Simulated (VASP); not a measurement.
Al32P (a cell with a defect), 33 atoms in the cell. The cell holds a defect, 33 atoms: a = 8.100 Å, b = 8.100 Å, c = 8.100 Å, α = 90.00°, β = 90.00°, γ = 90.00°. 

* Program: VASP 6.6.1
* Task: single point
* Functional: PBE
* Dispersion: D3(BJ)
* Potentials or basis: VASP PAW PBE potentials, release 64 (Al, P)
* Cutoff: 520 eV
* k mesh: 3 × 3 × 3
* Occupations: gaussian, width 0.15 eV
* Spin: no spin polarisation
* Dipole correction: no
* Further INCAR settings: LREAL = Auto; ALGO = Normal; EDIFF = 1e-06; NBANDS = 72

Potentials or basis: VASP PAW PBE potentials, release 64 (Al, P).

Launch:

```console
$ cat potpaw_PBE.64/Al/POTCAR potpaw_PBE.64/P/POTCAR > POTCAR
$ mpirun -np 1 vasp_std > vasp.out
```

Hardware: 1 thread of Intel Xeon 8259CL (shared host).

Question: Estimate the wall time of this run.

Answer: It took 18 min on 1 thread of Intel Xeon 8259CL (shared host), peak memory 0.66 GiB. Counts: scf iterations 14, k points 14.
